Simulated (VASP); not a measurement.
Input of a VASP 6.6.1 run:

Contents of POSCAR:

```
ZnO
1.0
    3.2137435726      0.0000000000      0.0000000000
   -1.6068717863      2.7831835751      0.0000000000
    0.0000000000      0.0000000000      5.3165577690
Zn O
2 2
Direct
    0.6666666667      0.3333333333      0.5036314936
    0.3333333333      0.6666666667      0.0036314936
    0.6666666672      0.3333333328      0.8766785064
    0.3333333328      0.6666666672      0.3766785064
```

File INCAR.step1:

```
  PREC = Accurate
  ENCUT = 520
  ISMEAR = 0
  SIGMA = 0.02
  LREAL = F
  LASPH = T
  NELM = 60
  NBANDS = 26
  GGA = PE
  ALGO = Normal
  EDIFF = 1E-4
  LWAVE = T
  LCHARG = F
```

INCAR.step2

```
  PREC = Accurate
  ENCUT = 520
  EDIFF = 1E-7
  ISMEAR = 0
  SIGMA = 0.02
  LREAL = F
  LASPH = T
  NELM = 60
  ALGO = Normal
  ISIF = 2
  LWAVE = F
  LCHARG = T
  METAGGA = R2SCAN
  LMIXTAU = T
  LELF = T
  LVHAR = T
  NBANDS = 26
  ISTART = 1
```

The input KPOINTS:

```
Automatic mesh
0
Gamma
  12 12 6
```

Potentials or basis: VASP PAW PBE potentials, release 64 (Zn, O).

The run is started by

```console
$ cat potpaw_PBE.64/Zn/POTCAR potpaw_PBE.64/O/POTCAR > POTCAR
$ cp INCAR.step1 INCAR
$ mpirun -np 1 vasp_std > vasp.out
$ cp INCAR.step2 INCAR
$ mpirun -np 1 vasp_std > vasp.out
```

(1) Estimate the largest force.

(2) Predict the band gap on the k mesh.

## Answers

(1) 0.011 eV/Å.

(2) 1.19 eV.

Caveat: the cell differs from its parent crystal (uniaxial strain along c: +2.0 %, then relaxed in part); the PAW data sets were made with another functional, which shifts forces and pressure a little.
